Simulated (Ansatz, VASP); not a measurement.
## Two plane-wave programs on NaI

Contents of INCAR:

```
  PREC = Accurate
  ENCUT = 520
  EDIFF = 1E-6
  ISMEAR = 0
  SIGMA = 0.01
  LREAL = False
  LASPH = True
  NELM = 60
  ALGO = Normal
  ISIF = 2
  LWAVE = False
  LCHARG = False
  GGA = PE
  NBANDS = 22
```

Contents of KPOINTS:

```
regular mesh
0
Gamma
  6 6 4
```

POSCAR

```
NaI
1.0
    5.5219747821      0.0000000000      0.0000000000
   -2.7609873910      4.7821704403      0.0000000000
    0.0000000000      0.0000000000      6.5937732941
Na I
2 2
Direct
    0.3333333333      0.6666666667      0.2500000000
    0.6666666667      0.3333333333      0.7500000000
    0.6666666667      0.3333333333      0.2500000000
    0.3333333333      0.6666666667      0.7500000000
```

Input for Ansatz:

```yaml
crystal:
  lattice:
    - [5.5219747821, 0.0, 0.0]
    - [-2.760987391, 4.7821704403, 0.0]
    - [0.0, 0.0, 6.5937732941]
  atoms:
    - { symbol: Na, position: [0.3333333333, 0.6666666667, 0.25] }
    - { symbol: Na, position: [0.6666666667, 0.3333333333, 0.75] }
    - { symbol: I, position: [0.6666666667, 0.3333333333, 0.25] }
    - { symbol: I, position: [0.3333333333, 0.6666666667, 0.75] }
kpoints:
  mp_grid: { grid: [6, 6, 4] }
hamiltonian:
  xc: pbe
scf:
  occupations: { method: fixed }
  n_extra_bands: 5
output:
  forces: true
  stress: true
  eigenvalues: true
```

Alike in both runs: task single point; functional PBE; k mesh 6 × 6 × 4; no spin polarisation.

|  | VASP | Ansatz |
| --- | --- | --- |
| version | VASP 6.6.1 | Ansatz 0.2.0 |
| potentials or method | VASP PAW PBE potentials, release 64 (Na_pv, I) | plane waves, PAW |
| plane-wave cutoff (eV) | 520 | 420 |
| occupations | gaussian, width 0.01 eV | fixed |
| valence electrons in the cell | 28 | 52 |

```tsv
	VASP	Ansatz	Ansatz less VASP
gap on the k mesh at the Fermi level (eV)	3.47	3.48	+0.003
pressure (GPa)	-0.3	-0.3	-0.01
```

VASP's potentials hold 28 valence electrons a cell and Ansatz's 52, so a difference there can come from the potentials and not from the codes.

Spin-orbit coupling is off throughout.
